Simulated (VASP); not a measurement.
Set up this calculation in VASP 6.6.1, as the native input.

- Task: single point
- Functional: r2SCAN
- Potentials or basis: VASP PAW PBE potentials, release 64 (Te, Mo_sv)
- Cutoff: 520 eV
- k mesh: 12 × 12 × 2
- Occupations: gaussian, width 0.01 eV
- Spin: no spin polarisation
- Dipole correction: no
- Further INCAR settings: ALGO = Normal; EDIFF = 1e-06; NBANDS = 35

Crystal: Te2Mo.

```
Te Mo
1.0
     3.54213    0.00000    0.00000
    -1.77106    3.06757    0.00000
     0.00000    0.00000   13.42670
Te Mo
4 2
Direct
  0.33333 0.66667 0.61744
  0.66667 0.33333 0.11744
  0.33333 0.66667 0.88256
  0.66667 0.33333 0.38256
  0.33333 0.66667 0.25000
  0.66667 0.33333 0.75000
```

This cell differs from its parent crystal: uniaxial z strain -5.3%.

One way to write it, as run:

POSCAR

```
Te2Mo
1.0
    3.5421276173      0.0000000000      0.0000000000
   -1.7710638086      3.0675725001      0.0000000000
    0.0000000000      0.0000000000     13.4266985809
Te Mo
4 2
Direct
    0.3333333333      0.6666666667      0.6174390387
    0.6666666667      0.3333333333      0.1174390387
    0.3333333333      0.6666666667      0.8825609613
    0.6666666667      0.3333333333      0.3825609613
    0.3333333333      0.6666666667      0.2500000000
    0.6666666667      0.3333333333      0.7500000000
```

INCAR.step1

```
SYSTEM = Te2Mo
PREC = Accurate
ENCUT = 520
ISMEAR = 0
SIGMA = 0.01
LREAL = .False.
LASPH = .True.
NELM = 60
NBANDS = 35
GGA = PE
ALGO = Normal
EDIFF = 1E-4
LWAVE = .True.
LCHARG = .False.
```

INCAR.step2

```
SYSTEM = Te2Mo
PREC = Accurate
ENCUT = 520
EDIFF = 1E-6
ISMEAR = 0
SIGMA = 0.01
LREAL = .False.
LASPH = .True.
NELM = 60
ALGO = Normal
ISIF = 2
LWAVE = .False.
LCHARG = .True.
METAGGA = R2SCAN
LMIXTAU = .True.
LELF = .True.
LVHAR = .True.
NBANDS = 35
ISTART = 1
```

KPOINTS

```
regular mesh
0
Gamma
  12 12 2
  0 0 0
```

Potentials or basis: VASP PAW PBE potentials, release 64 (Te, Mo_sv).

The run is started by

```bash
$ cat potpaw_PBE.64/Te/POTCAR potpaw_PBE.64/Mo_sv/POTCAR > POTCAR
$ cp INCAR.step1 INCAR
$ mpirun -np 1 vasp_std > vasp.out
$ cp INCAR.step2 INCAR
$ mpirun -np 1 vasp_std > vasp.out
```

Results of the run:

```json
{
  "Pressure": "3.3 GPa",
  "Largest force": "0.008 eV/Å",
  "Band gap on the k mesh": "0.61 eV, indirect (least direct gap 1.03 eV)"
}
```

Caveat: the cell differs from its parent crystal (uniaxial z strain -5.3%); the PAW data sets were made with another functional, which shifts forces and pressure a little; spin-orbit coupling is left out, which moves the levels of the heavy elements.

It took 16 min on 1 thread of AMD EPYC 7R13 (shared host), peak memory 0.36 GiB.
